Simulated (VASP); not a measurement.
# Al in VASP: notebook

The runs below take Al through single point, with PBEsol.

Program: VASP 6.6.1. These are calculated values, not measurements. Logs are shortened: lines on timing, memory, paths and dates and some standing lists are left out, and cuts for length are marked.

**1. The cell of the first run**

The cell holds a slab with vacuum, 13 atoms: a = 5.728 Å, b = 5.728 Å, c = 17.677 Å, α = 90.00°, β = 90.00°, γ = 60.00°.

**2. Single point, PBEsol**

The input, INCAR:

```
SYSTEM = Al
ALGO = Normal ; EDIFF = 1E-7
ENCUT = 520 ; GGA = PS
ISIF = 2 ; ISMEAR = 0
LASPH = .True. ; LCHARG = .False.
LREAL = .False. ; LWAVE = .False.
NBANDS = 32 ; NELM = 80
PREC = Accurate ; SIGMA = 0.15
```

The input, KPOINTS:

```
k-points
0
Gamma
  3 3 1
  0 0 0
```

The input, POSCAR:

```
Al
1.0
    5.7275650000      0.0000000000      0.0000000000
    2.8637820000      4.9602170000      0.0000000000
    0.0000000000      0.0000000000     17.6765370000
Al
13
Direct
    0.1666666208      0.1666667003      0.0565721668
    0.6666667081      0.1666667003      0.0565721668
    0.1666666712      0.6666665995      0.0565721668
    0.6666667585      0.6666665995      0.0565721668
   -0.1666666712      0.3333334005      0.1893973916
    0.3329436147      0.3341130035      0.1877732612
   -0.1658870543      0.8329435990      0.1877732612
    0.3329436006      0.8329435990      0.1877732612
   -0.0029587410      0.0059174830      0.3192426775
    0.5000000873      0.0000000000      0.3278742324
   -0.0029586915      0.4970413593      0.3192426775
    0.5059174190      0.4970413593      0.3192426775
    0.1666666712      0.6666665995      0.4386837196
```

Potentials or basis: VASP PAW PBE potentials, release 64 (Al).

The run is started by

```sh
> cat potpaw_PBE.64/Al/POTCAR > POTCAR
> mpirun -np 1 vasp_std > vasp.out
```

OUTCAR:

```text
SYSTEM = Al
   EDIFF = 1E-7
   ENCUT = 520
   GGA = PS
   ISIF = 2
   ISMEAR = 0
   LASPH = .True.
   LREAL = .False.
   NELM = 80
   PREC = Accurate

 ion  position               nearest neighbor table
   1  0.167  0.167  0.057-   8 2.85   6 2.85   2 2.86   4 2.86   3 2.86   3 2.86   2 2.86   4 2.86
                             5 2.87
   2  0.667  0.167  0.057-   6 2.85   7 2.85   1 2.86   4 2.86   3 2.86   3 2.86   4 2.86   1 2.86
                             5 2.87
   3  0.167  0.667  0.057-   6 2.85   7 2.85   8 2.85   4 2.86   1 2.86   2 2.86   2 2.86   1 2.86
                             4 2.86
   4  0.667  0.667  0.057-   7 2.85   8 2.85   3 2.86   1 2.86   2 2.86   2 2.86   3 2.86   1 2.86
                             5 2.87
   5  0.833  0.333  0.189-  12 2.81  11 2.81   9 2.81   6 2.86   7 2.86   7 2.86   8 2.86   8 2.86
                             6 2.86   4 2.87   2 2.87   1 2.87
   6  0.333  0.334  0.188-   3 2.85   2 2.85   1 2.85   8 2.86   7 2.86  12 2.86  11 2.86   5 2.86
                             5 2.86   7 2.87   8 2.87  10 2.98
   7  0.834  0.833  0.188-   3 2.85   2 2.85   4 2.85   8 2.86   6 2.86   9 2.86  11 2.86   5 2.86
                             5 2.86   8 2.87   6 2.87  10 2.98
   8  0.333  0.833  0.188-   3 2.85   1 2.85   4 2.85   6 2.86   7 2.86  12 2.86   9 2.86   5 2.86
                             5 2.86   7 2.87   6 2.87  10 2.98
   9  0.997  0.006  0.319-  13 2.70   5 2.81  12 2.81  11 2.81   7 2.86   8 2.86  10 2.87  10 2.87
                            11 2.91  12 2.91
  10  0.500  0.000  0.328-   9 2.87  12 2.87  11 2.87  12 2.87   9 2.87  11 2.87   7 2.98   8 2.98
                             6 2.98
  11  0.997  0.497  0.319-  13 2.70   5 2.81  12 2.81   9 2.81   7 2.86   6 2.86  10 2.87  10 2.87
                             9 2.91  12 2.91
  12  0.506  0.497  0.319-  13 2.70   5 2.81  11 2.81   9 2.81   6 2.86   8 2.86  10 2.87  10 2.87
                            11 2.91   9 2.91
  13  0.167  0.667  0.439-  11 2.70  12 2.70   9 2.70

  LATTYP: Found a hexagonal cell.
 ALAT       =     5.7275649303
 C/A-ratio  =     3.0862220185

  Lattice vectors:

 A1 = (  -2.8637820000,  -4.9602170000,   0.0000000000)
 A2 = (   5.7275650000,   0.0000000000,   0.0000000000)
 A3 = (   0.0000000000,   0.0000000000,  17.6765370000)

Analysis of symmetry for initial positions (statically):
=====================================================================
 Subroutine PRICEL returns:
 Original cell was already a primitive cell.

 Routine SETGRP: Setting up the symmetry group for a
 hexagonal supercell.

 Subroutine GETGRP returns: Found  6 space group operations
 (whereof  2 operations were pure point group operations)
 out of a pool of 24 trial point group operations.

The static configuration has the point symmetry C_1h.
 The point group associated with its full space group is C_3v.

Analysis of symmetry for dynamics (positions and initial velocities):
=====================================================================
 Subroutine PRICEL returns:
 Original cell was already a primitive cell.

 Routine SETGRP: Setting up the symmetry group for a
 hexagonal supercell.

 Subroutine GETGRP returns: Found  6 space group operations
 (whereof  2 operations were pure point group operations)
 out of a pool of 24 trial point group operations.

The dynamic configuration has the point symmetry C_1h.
 The point group associated with its full space group is C_3v.

 Subroutine INISYM returns: Found  6 space group operations
 (whereof  2 operations are pure point group operations),
 and found     1 'primitive' translations

----------------------------------------------------------------------------------------

                                     Primitive cell

  volume of cell :     502.1898

  direct lattice vectors                    reciprocal lattice vectors
     5.727565000  0.000000000  0.000000000     0.174594265 -0.100802024  0.000000000
     2.863782000  4.960217000  0.000000000     0.000000000  0.201604083  0.000000000
     0.000000000  0.000000000 17.676537000     0.000000000  0.000000000  0.056572167

  length of vectors
     5.727565000  5.727564930 17.676537000     0.201604081  0.201604083  0.056572167

  position of ions in fractional coordinates (direct lattice)
     0.166666621  0.166666700  0.056572167
     0.666666708  0.166666700  0.056572167
     0.166666671  0.666666599  0.056572167
     0.666666758  0.666666599  0.056572167
     0.833333329  0.333333401  0.189397392
     0.332943615  0.334113004  0.187773261
     0.834112946  0.832943599  0.187773261
     0.332943601  0.832943599  0.187773261
     0.997041259  0.005917483  0.319242678
     0.500000087  0.000000000  0.327874232
     0.997041309  0.497041359  0.319242678
     0.505917419  0.497041359  0.319242678
     0.166666671  0.666666599  0.438683720

  ion indices of the primitive-cell ions
   primitive index   ion index
                 1           1
[... 74 lines left out ...]
   NUPDOWN=      -1.0000    fix difference up-down
   EMIN   =  10.00;   EMAX   =-10.00  energy-range for DOS
   EFERMI =   0.00;   METHOD = LEGACY
   ISMEAR =     0;   SIGMA  =   0.15  broadening in eV -4-tet -1-fermi 0-gaus
   EFERMI_NEDOS =   21; number of points for ismear=-14 and -15
   IALGO  =     38    algorithm
   IMIX   =      4    mixing-type and parameters
     AMIX     =   0.40;   BMIX     =  1.00
     AMIX_MAG =   1.60;   BMIX_MAG =  1.00
  volume/ion in A,a.u.               =      38.63       260.69
  Fermi-wavevector in a.u.,A,eV,Ry     =   0.698458  1.319895  6.637518  0.487844
  Thomas-Fermi vector in A             =   1.782067
   LORBIT       =      0    0 simple, 1 ext, 2 COOP (PROOUT), +10 PAW based schemes
   GGA     = PS    functional components
   LHFCALC =     F    Hartree Fock is set to
   AEXX    =    0.0000 exact exchange contribution
   IVDW    =     0    specifies the selected vdW correction
   LEPSILON=     F    determine dielectric tensor
   LRPA    =     F    only Hartree local field effects (RPA)
 non-spin polarized calculation
 Gauss-broadening in eV      SIGMA  =   0.15
  energy-cutoff  :      520.00
  volume of cell :      502.19
 maximum number of plane-waves:     13577
 NGX is ok and might be reduce to    42
   NGX = 21   NGY = 21   NGZ = 65

 number of electron      39.0000000 magnetization

 Free energy of the ion-electron system (eV)
  ---------------------------------------------------
  ext. energy  EPLUGINS =         0.00000000
  ---------------------------------------------------
  free energy    TOTEN  =       -49.33101997 eV

  energy without entropy =      -49.26012975  energy(sigma->0) =      -49.29557486

 E-fermi :   0.8050     XC(G=0):  -5.5665

 val. band max:        0.7871811666   @ k =   0.0000   0.0000   0.0000
 cond. band min:       0.8871743157   @ k =   0.3333   0.0000   0.0000
 fundamental gap:      0.0999931491
 Fermi energy:         0.8049539719

 k-point     1 :       0.0000    0.0000    0.0000
  band No.  band energies     occupation
      1      -9.4790      2.00000
      2      -7.8457      2.00000
      3      -5.5867      2.00000
      4      -3.7896      2.00000
      5      -3.6672      2.00000
      6      -3.6672      2.00000
[... 23 lines left out ...]
     30       3.5690      0.00000
     31       4.3182      0.00000

 k-point     2 :       0.3333    0.0000    0.0000
  band No.  band energies     occupation
      1      -8.8155      2.00000
      2      -7.2001      2.00000
      3      -6.8370      2.00000
      4      -5.3544      2.00000
      5      -4.9347      2.00000
      6      -4.8840      2.00000
[... 23 lines left out ...]
     30       4.1403      0.00000
     31       4.2853      0.00000

 k-point     3 :      -0.3333    0.3333    0.0000
  band No.  band energies     occupation
      1      -7.5416      2.00000
      2      -7.5339      2.00000
      3      -7.4153      2.00000
      4      -6.1006      2.00000
      5      -5.8290      2.00000
      6      -5.7416      2.00000
[... 23 lines left out ...]
     30       4.0759      0.00000
     31       4.4190      0.00000
 [bands above 31 left out]

------------------------ aborting loop because EDIFF is reached ----------------------------------------

  FORCE on cell =-STRESS in cart. coord.  units (eV):
  Direction    XX          YY          ZZ          XY          YZ          ZX
  --------------------------------------------------------------------------------------
  -------------------------------------------------------------------------------------
  Total       -6.0478777     -6.0478782      0.1095802      0.0000006      0.0000000     -0.0000000
  in kB      -19.2950404    -19.2950420      0.3496026      0.0000019      0.0000000     -0.0000000
  external PRESSURE =     -12.7468266 kB  Pullay stress =       0.0000000 kB

 VOLUME and BASIS-vectors are now :
 -----------------------------------------------------------------------------
  energy-cutoff  :      520.00
  volume of cell :      502.19
      direct lattice vectors                 reciprocal lattice vectors
     5.727565000  0.000000000  0.000000000     0.174594265 -0.100802024  0.000000000
     2.863782000  4.960217000  0.000000000     0.000000000  0.201604083  0.000000000
     0.000000000  0.000000000 17.676537000     0.000000000  0.000000000  0.056572167

 POSITION                                       TOTAL-FORCE (eV/Angst)
 -----------------------------------------------------------------------------------
      1.43189      0.82670      1.00000         0.141259     -0.081556      0.005160
      4.29567      0.82670      1.00000        -0.141259     -0.081556      0.005160
      2.86378      3.30681      1.00000        -0.000000      0.000000     -0.072456
      5.72757      3.30681      1.00000        -0.000000      0.163112      0.005160
      5.72756      1.65341      3.34789        -0.000000      0.000000      0.020174
      2.86378      1.65727      3.31918         0.000000     -0.003879      0.015851
      7.16280      4.13158      3.31918        -0.003359      0.001939      0.015851
      4.29232      4.13158      3.31918         0.003359      0.001939      0.015851
      5.72756      0.02935      5.64311        -0.000000      0.006950     -0.004324
      2.86378      0.00000      5.79568        -0.000000      0.000000     -0.007443
      7.13404      2.46543      5.64311        -0.006019     -0.003475     -0.004324
      4.32109      2.46543      5.64311         0.006019     -0.003475     -0.004324
      2.86378      3.30681      7.75441        -0.000000      0.000000      0.009663
 -----------------------------------------------------------------------------------
    total drift:                                0.000064      0.000113      0.000071

  FREE ENERGIE OF THE ION-ELECTRON SYSTEM (eV)
  ---------------------------------------------------
  free  energy   TOTEN  =       -49.3310199726 eV

  energy  without entropy=      -49.2601297544  energy(sigma->0) =      -49.29557486
```

Run time: 93 s. Hardware: 1 thread of AMD EPYC 9R45 (Zen 5), shared host; peak memory 0.56 GiB.

What came out:

```yaml
Free_energy: -49.3310 eV
Largest_force: 0.163 eV/Å
Band_gap_on_the_k_mesh: zero (an odd number of electrons rules out a gap without spin polarisation)
```

Forces in eV/Å, atoms in the order of the input:
```
Al   0.141 -0.082  0.005
Al  -0.141 -0.082  0.005
Al   0.000  0.000 -0.072
Al   0.000  0.163  0.005
Al   0.000  0.000  0.020
Al   0.000 -0.004  0.016
Al  -0.003  0.002  0.016
Al   0.003  0.002  0.016
Al   0.000  0.007 -0.004
Al   0.000  0.000 -0.007
Al  -0.006 -0.003 -0.004
Al   0.006 -0.003 -0.004
Al   0.000  0.000  0.010
```

Levels at points of the mesh, in eV from the Fermi level:
| k point | band 15 | band 16 | band 17 | band 18 | band 19 | band 20 | band 21 | band 22 | band 23 | band 24 |
| --- | --- | --- | --- | --- | --- | --- | --- | --- | --- | --- |
| (0.00, 0.00, 0.00) | -2.49 | -2.49 | -1.48 | -0.71 | -0.71 | -0.41 | -0.15 | -0.15 | -0.02 | 1.13 |

Caveat: the k points lie up to 0.42 Å⁻¹ apart, too coarse for converged energies and pressures of a metal; there is no dipole correction, which matters where the two faces differ; the PAW data sets were made with another functional, which shifts forces and pressure a little.

**3. Single point, PBEsol**

The input, INCAR:

```
  PREC = Accurate
  ENCUT = 520
  EDIFF = 1E-6
  ISMEAR = 0
  SIGMA = 0.15
  LREAL = F
  LASPH = T
  NELM = 60
  ALGO = Normal
  ISIF = 2
  LWAVE = F
  LCHARG = F
  GGA = PS
  NBANDS = 32
```

The input, KPOINTS:

```
Automatic mesh
0
Gamma
  3 3 1
```

The input, POSCAR:

```
Al
1.0
    5.7275650000      0.0000000000      0.0000000000
    2.8637820000      4.9602170000      0.0000000000
    0.0000000000      0.0000000000     17.6765370000
Al
13
Direct
    0.1666667000      0.1666667000      0.0565722000
    0.6666667000      0.1666667000      0.0565722000
    0.1666667000      0.6666667000      0.0565722000
    0.6666667000      0.6666667000      0.0565722000
   -0.1668774196      0.3301439840      0.1882910971
    0.3321653854      0.3318798238      0.1885026251
   -0.1668455731      0.8328838855      0.1883680126
    0.3304220766      0.8328460269      0.1882946413
   -0.0018905703     -0.0021885751      0.3282253542
    0.5043768637     -0.0149604442      0.3192873507
   -0.0145303252      0.5039815020      0.3192956247
    0.5040404046      0.5036779077      0.3193880464
    0.3307919499      0.3301746504      0.4365168653
```

Potentials or basis: VASP PAW PBE potentials, release 64 (Al).

The run is started by

```sh
> cat potpaw_PBE.64/Al/POTCAR > POTCAR
> mpirun -np 1 vasp_std > vasp.out
```

Wall time 2 min (1 thread of AMD EPYC 9R45 (Zen 5), shared host); peak memory 0.59 GiB.

It converged, with:

- Free energy: -49.3852 eV
- Largest force: 0.104 eV/Å
- Band gap on the k mesh: zero (an odd number of electrons rules out a gap without spin polarisation)

Forces on the atoms (eV/Å):
```
Al   0.082  0.047  0.016
Al  -0.092  0.043  0.019
Al  -0.008 -0.102  0.020
Al  -0.005 -0.003 -0.070
Al  -0.001  0.000  0.000
Al   0.002  0.001  0.001
Al   0.002  0.001 -0.001
Al  -0.001  0.000  0.000
Al   0.003  0.001  0.006
Al   0.005  0.006  0.001
Al   0.008  0.001  0.001
Al   0.001  0.001  0.001
Al   0.004  0.003  0.006
```

Levels at points of the mesh, in eV from the Fermi level:
```csv
k point,band 17,band 18,band 19,band 20,band 21,band 22
"(0.00, 0.00, 0.00)",-1.53,-0.73,-0.72,-0.33,-0.19,-0.07
```

Caveat: the k points lie up to 0.42 Å⁻¹ apart, too coarse for converged energies and pressures of a metal; there is no dipole correction, which matters where the two faces differ; the PAW data sets were made with another functional, which shifts forces and pressure a little.

**4. Single point, PBEsol**

The input, INCAR:

```
PREC     = Accurate       # precision mode
ENCUT    = 520            # plane-wave cutoff, eV
EDIFF    = 1E-7           # SCF threshold, eV
ISMEAR   = 0              # smearing method
SIGMA    = 0.15           # smearing width, eV
LREAL    = False          # projectors in reciprocal space
LASPH    = True           # aspherical terms in the spheres
NELM     = 60             # most SCF steps
ALGO     = Normal         # electronic algorithm
ISIF     = 2              # what is computed and relaxed
LWAVE    = False          # write WAVECAR
LCHARG   = False          # write CHGCAR
GGA      = PS             # functional
NBANDS   = 32             # bands
```

KPOINTS is that of step 3.

The input, POSCAR:

```
Al
1.0
    5.7275650000      0.0000000000      0.0000000000
    2.8637820000      4.9602170000      0.0000000000
    0.0000000000      0.0000000000     17.6765370000
Al
13
Direct
    0.1666666208      0.1666667003      0.0565722234
    0.6666667081      0.1666667003      0.0565722234
    0.1666666712      0.6666665995      0.0565722234
    0.6666667585      0.6666665995      0.0565722234
   -0.1668774624      0.3301440239      0.1882911229
    0.3321653272      0.3318798351      0.1885026462
   -0.1668455950      0.8328839242      0.1883680044
    0.3304220121      0.8328460227      0.1882946303
   -0.0018905568     -0.0021886139      0.3282253758
    0.5043768900     -0.0149604342      0.3192873695
   -0.0145303243      0.5039815798      0.3192956290
    0.5040403928      0.5036779641      0.3193880679
    0.3307920084      0.3301746678      0.4365168924
```

The run is started by

```sh
> cat potpaw_PBE.64/Al/POTCAR > POTCAR
> mpirun -np 1 vasp_std > vasp.out
```

Run time: 2.3 min. Hardware: 1 thread of AMD EPYC 9R45 (Zen 5), shared host; peak memory 0.58 GiB.

The run converged. Its results:

```yaml
Free_energy: -49.3852 eV
Largest_force: 0.104 eV/Å
Band_gap_on_the_k_mesh: zero (an odd number of electrons rules out a gap without spin polarisation)
```

Forces in eV/Å, atoms in the order of the input:
```
Al   0.082  0.047  0.016
Al  -0.092  0.043  0.019
Al  -0.008 -0.102  0.020
Al  -0.005 -0.003 -0.070
Al  -0.001  0.000  0.000
Al   0.002  0.001  0.001
Al   0.002  0.001 -0.001
Al  -0.001  0.000  0.000
Al   0.003  0.001  0.006
Al   0.005  0.006  0.001
Al   0.008  0.001  0.001
Al   0.001  0.001  0.001
Al   0.004  0.003  0.006
```

Levels at points of the mesh, in eV from the Fermi level:
| k point | band 15 | band 16 | band 17 | band 18 | band 19 | band 20 | band 21 | band 22 | band 23 | band 24 |
| --- | --- | --- | --- | --- | --- | --- | --- | --- | --- | --- |
| (0.00, 0.00, 0.00) | -2.58 | -2.52 | -1.53 | -0.73 | -0.72 | -0.33 | -0.19 | -0.07 | -0.07 | 1.15 |

Caveat: the k points lie up to 0.42 Å⁻¹ apart, too coarse for converged energies and pressures of a metal; there is no dipole correction, which matters where the two faces differ; the PAW data sets were made with another functional, which shifts forces and pressure a little.

The gap in the log of VASP goes by the Fermi energy; the results here count the filled bands.